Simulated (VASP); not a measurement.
Here is a VASP 6.6.1 calculation.

The input INCAR:

```
PREC     = Accurate       # precision mode
ENCUT    = 520            # plane-wave cutoff, eV
EDIFF    = 1E-6           # SCF threshold, eV
ISMEAR   = 0              # smearing method
SIGMA    = 0.01           # smearing width, eV
LREAL    = F              # projectors in reciprocal space
LASPH    = T              # aspherical terms in the spheres
NELM     = 60             # most SCF steps
ALGO     = Normal         # electronic algorithm
ISIF     = 2              # what is computed and relaxed
LWAVE    = F              # write WAVECAR
LCHARG   = F              # write CHGCAR
GGA      = PE             # functional
NBANDS   = 50             # bands
```

Contents of KPOINTS:

```
Automatic mesh
0
Gamma
  8 8 8
```

POSCAR

```
TePb4Se3
1.0
   -3.1607114000      3.1607114000      6.3037187000
    3.1607114000     -3.1607114000      6.3037187000
    3.1607114000      3.1607114000     -6.3037187000
Te Pb Se
1 4 3
Direct
    0.5000000000      0.5000000000      0.0000000000
    0.0000000000      0.5000000000      0.5000000000
    0.7583580000      0.7583580000      0.0000000000
    0.5000000000      0.0000000000      0.5000000000
    0.2416420000      0.2416420000      0.0000000000
    0.7500000000      0.2500000000      0.5000000000
    0.2500000000      0.7500000000      0.5000000000
    0.0000000000      0.0000000000      0.0000000000
```

Potentials or basis: VASP PAW PBE potentials, release 64 (Te, Pb_d, Se).

The run is started by

```sh
$ cat potpaw_PBE.64/Te/POTCAR potpaw_PBE.64/Pb_d/POTCAR potpaw_PBE.64/Se/POTCAR > POTCAR
$ mpirun -np 1 vasp_std > vasp.out
```

(1) Estimate the band gap on the k mesh.

(2) Predict the pressure.

## Answers

(1) 0.29 eV.

(2) 0.0 GPa.

Caveat: spin-orbit coupling is left out, which moves the levels of the heavy elements.
